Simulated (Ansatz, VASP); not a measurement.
One calculation of CsPbBr3, two programs

```
CELL_PARAMETERS angstrom
6.16350 0.00000 0.00000
0.00000 6.16350 0.00000
0.00000 0.00000 5.87000
ATOMIC_POSITIONS crystal
Cs 0.00000 0.00000 0.00000
Pb 0.50000 0.50000 0.50000
Br 0.00000 0.50000 0.50000
Br 0.50000 0.00000 0.50000
Br 0.50000 0.50000 0.00000
```

Change from the starting cell: strain +0.050 along x and y, +0.000 along z, atoms carried along.

Alike in both runs: task single point; functional PBEsol; k mesh 6 × 6 × 6; occupations gaussian, width 0.05 eV; no spin polarisation.

|  | VASP | Ansatz |
| --- | --- | --- |
| version | VASP 6.6.1 | Ansatz 0.2.0 |
| potentials or method | VASP PAW PBE potentials, release 64 (Cs_sv, Pb_d, Br), cutoff 520 eV | scalar-relativistic, plane waves, PAW |
| valence electrons in the cell | 44 | 44 |

VASP gave:

```
gap on the k mesh at the Fermi level (eV)                     : 1.66
least direct gap on the mesh (eV)                             : 1.66
pressure (GPa)                                                : -1.6
traceless stress, the component that is largest in VASP (GPa) : 1.04
```

What did Ansatz give for the same quantities?

gap on the k mesh at the Fermi level (eV): 1.66; least direct gap on the mesh (eV): 1.66; pressure (GPa): -1.6; traceless stress, the component that is largest in VASP (GPa): 1.03.

VASP's potentials were made for PBE, not for PBEsol.

Spin-orbit coupling is off throughout.
